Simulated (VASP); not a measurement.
Te2Pt, 3 atoms in the cell. The cell holds a sheet with vacuum, 3 atoms: a = 3.941 Å, b = 3.941 Å, c = 29.360 Å, α = 90.00°, β = 90.00°, γ = 120.00°. 

```yaml
Program: VASP 6.6.1
Task: single point
Functional: PBEsol
Dispersion: D4
Potentials_or_basis: VASP PAW PBE potentials, release 64 (Te, Pt)
Cutoff: 400 eV
k_mesh: 12 × 12 × 1
Occupations: gaussian, width 0.03 eV
Spin: no spin polarisation
Dipole_correction: yes
Further_INCAR_settings: ALGO = Normal; EDIFF = 1e-06; NBANDS = 18; NELMDL = -8
```

Potentials or basis: VASP PAW PBE potentials, release 64 (Te, Pt).

Launch:

```sh
$ cat potpaw_PBE.64/Te/POTCAR potpaw_PBE.64/Pt/POTCAR > POTCAR
$ mpirun -np 1 vasp_std > vasp.out
```

Hardware: 1 thread of Intel(R) Xeon(R) Platinum 8559C (Emerald Rapids), with other jobs on the host.

Task: How long does it take, and how much memory?

Result: It took 2.1 min on 1 thread of Intel(R) Xeon(R) Platinum 8559C (Emerald Rapids), with other jobs on the host, peak memory 0.43 GiB. Counts: scf iterations 25, k points 19.
